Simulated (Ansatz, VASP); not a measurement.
# Cu in VASP and in Ansatz

Contents of INCAR:

```
SYSTEM = Cu
PREC = Accurate ; ENCUT = 520
EDIFF = 1E-6 ; ISMEAR = 0
SIGMA = 0.15 ; LREAL = .False.
LASPH = .True. ; NELM = 80
ALGO = Fast ; ISIF = 2
LWAVE = .False. ; LCHARG = .False.
GGA = PE ; NBANDS = 18
```

File KPOINTS:

```
regular mesh
0
Gamma
  20 20 12
  0 0 0
```

POSCAR

```
Cu
1.0
   -1.4732621048      1.4732621048      1.3819816208
    1.4732621048     -1.4732621048      1.3819816208
    2.9465242096      2.9465242096      0.0000000000
Cu
2
Direct
    0.0157764380     -0.0546336842      0.0000000000
    0.4842235620      0.5546336842      0.5000000000
```

Input for Ansatz:

```yaml
crystal:
  lattice:
    - [-1.4732621048, 1.4732621048, 1.3819816208]
    - [1.4732621048, -1.4732621048, 1.3819816208]
    - [2.9465242096, 2.9465242096, 0.0]
  atoms:
    - { symbol: Cu, position: [0.015776438, -0.0546336842, 0.0] }
    - { symbol: Cu, position: [0.484223562, 0.5546336842, 0.5] }
basis:
  ecutwfc: 520.0
kpoints:
  mp_grid: { grid: [20, 20, 12] }
hamiltonian:
  xc: pbe
  pseudopotentials: { kind: paw, azcp: { folder: soft_1 } }
scf:
  occupations: { method: gaussian, width: 0.15 }
output:
  forces: true
  stress: true
  eigenvalues: true
  write_density: true
  write_potential: true
  elf: true
  volumetric_format: npy
```

Change from the starting cell: mode 1 frozen in at -0.147 Å and mode 5 at -0.054 Å (largest displacements).

Alike in both runs: task single point; functional PBE; k mesh 20 × 20 × 12; occupations gaussian, width 0.15 eV; no spin polarisation.

```csv
,VASP,Ansatz
version,VASP 6.6.1,Ansatz 0.2.0
potentials or method,"VASP PAW PBE potentials, release 64 (Cu), cutoff 520 eV","scalar-relativistic, plane waves, PAW"
valence electrons in the cell,22,38
```

```tsv
	VASP	Ansatz	Ansatz less VASP
gap on the k mesh at the Fermi level (eV)	none	none	-
pressure (GPa)	1.6	0.3	-1.27
traceless stress, the component that is largest in VASP (GPa)	-1.20	-1.23	-0.021
rms of the force components (eV/Å)	0.161	0.161	-0.0005
```

Atom by atom the forces differ by 0.001 eV/Å (rms over components). A gap of «none» marks a metal or a gap that the smearing closes. With one functional, cell and mesh, what is left measures potentials, basis and numerics. VASP's potentials hold 22 valence electrons a cell and Ansatz's 38, so a difference there can come from the potentials and not from the codes.
